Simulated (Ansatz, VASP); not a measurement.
One calculation of ZnGe2N, two programs

```
Zn Ge N
1.0
     4.78046    0.00000    0.00000
    -2.39023    4.14000    0.00000
     0.00000    0.00000    3.58460
Zn Ge N
1 2 1
Direct
  0.00000 0.00000 0.00000
  0.33333 0.66667 0.50000
  0.66667 0.33333 0.50000
  0.00000 0.00000 0.50000
```

Alike in both runs: functional PBE; k mesh 12 × 12 × 14; occupations gaussian, width 0.1 eV; no spin polarisation.

Ansatz relaxed the structure, and its values are those at the end. VASP's run is a single point on that final structure, the one shown.

|  | VASP | Ansatz |
| --- | --- | --- |
| version | VASP 6.6.1 | Ansatz 0.2.0 |
| potentials or method | VASP PAW PBE potentials, release 64 (Zn, Ge_d, N), cutoff 520 eV | scalar-relativistic, plane waves, PAW |
| valence electrons in the cell | 45 | 45 |

```tsv
	VASP	Ansatz	Ansatz less VASP
gap on the k mesh at the Fermi level (eV)	none	none	-
pressure (GPa)	0.4	0.0	-0.40
```

A gap of «none» marks a metal or a gap that the smearing closes.
